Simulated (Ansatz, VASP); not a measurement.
## One calculation of Cr2Ni, two programs

```
Cr Ni
1.0
     0.00000    3.27976    3.27976
     3.27976    0.00000    3.27976
     3.27976    3.27976    0.00000
Cr Ni
4 2
Cartesian
  0.8199 0.8199 0.8199
  0.8199 2.4598 2.4598
  2.4598 2.4598 0.8199
  2.4598 0.8199 2.4598
  3.2798 3.2798 3.2798
  4.9196 4.9196 4.9196
```

Alike in both runs: functional PBE; k mesh 10 × 10 × 10; occupations gaussian, width 0.1 eV; no spin polarisation.

Ansatz relaxed the structure, and its values are those at the end. VASP's run is a single point on that final structure, the one shown.

|  | VASP | Ansatz |
| --- | --- | --- |
| version | VASP 6.6.1 | Ansatz 0.2.0 |
| potentials or method | VASP PAW PBE potentials, release 64 (Cr_pv, Ni), cutoff 520 eV | scalar-relativistic, plane waves, PAW |
| valence electrons in the cell | 68 | 92 |

```tsv
	VASP	Ansatz	Ansatz less VASP
gap on the k mesh at the Fermi level (eV)	none	none	-
pressure (GPa)	0.1	0.0	-0.08
```

A gap of «none» marks a metal or a gap that the smearing closes. VASP's potentials hold 68 valence electrons a cell and Ansatz's 92, so a difference there can come from the potentials and not from the codes.
